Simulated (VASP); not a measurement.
## Sn: single point with PBE

The system is Sn.

```xyz
4
Lattice="3.2625 3.2625 0.0000 -3.2625 3.2625 0.0000 0.0000 0.0000 6.7381" Properties=species:S:1:pos:R:3 pbc="T T T"
Sn    0.0000    0.0000    3.3691
Sn   -1.6313    1.6313    1.6845
Sn    0.0000    3.2625    0.0000
Sn    1.6313    1.6313    5.0536
```

This cell differs from its parent crystal: biaxial strain in the a-b plane: -2.0 %.

```
Program             : VASP 6.6.1
Task                : single point
Functional          : PBE
Potentials or basis : VASP PAW PBE potentials, release 64 (Sn_d)
Cutoff              : 520 eV
k mesh              : 10 × 10 × 6
Occupations         : gaussian, width 0.1 eV
Spin                : no spin polarisation
```

```yaml
Pressure: 1.0 GPa
Band_gap_on_the_k_mesh: zero (bands 28 and 29 overlap by 0.27 eV)
```

Stress tensor (GPa, compression positive):
```
1.30 0.00 0.00
0.00 1.30 0.00
0.00 0.00 0.29
```

Levels at points of the mesh, in eV from the Fermi level:
```
           k point  band 24  band 25  band 26  band 27  band 28  band 29  band 30  band 31  band 32  band 33
(0.00, 0.00, 0.00)    -2.23    -2.23    -1.01    -0.09     0.12     0.12     0.97     0.97     2.08     2.08
(0.50, 0.00, 0.00)    -5.57    -2.93    -2.93    -1.02    -1.02     1.54     1.54     3.82     3.82     3.94
(0.50, 0.50, 0.00)    -7.35    -2.40    -2.40    -2.40    -2.40     0.78     0.78     0.78     0.78     7.35
(0.00, 0.00, 0.50)    -4.29    -1.43    -1.43    -1.43    -1.43     1.14     1.14     2.01     2.01     4.61
(0.50, 0.00, 0.50)    -6.16    -1.19    -1.19    -0.97    -0.97    -0.15    -0.15     3.12     3.12     3.24
(0.50, 0.50, 0.50)    -7.31    -2.88    -2.88    -2.88    -2.88     3.04     3.04     3.04     3.04     3.82
```

It took 9.6 min on 1 thread of Intel Xeon 8259CL, with other jobs on the host, peak memory 0.44 GiB.

Caveat: the cell differs from its parent crystal (biaxial strain in the a-b plane: -2.0 %); spin-orbit coupling is left out, which moves the levels of the heavy elements.
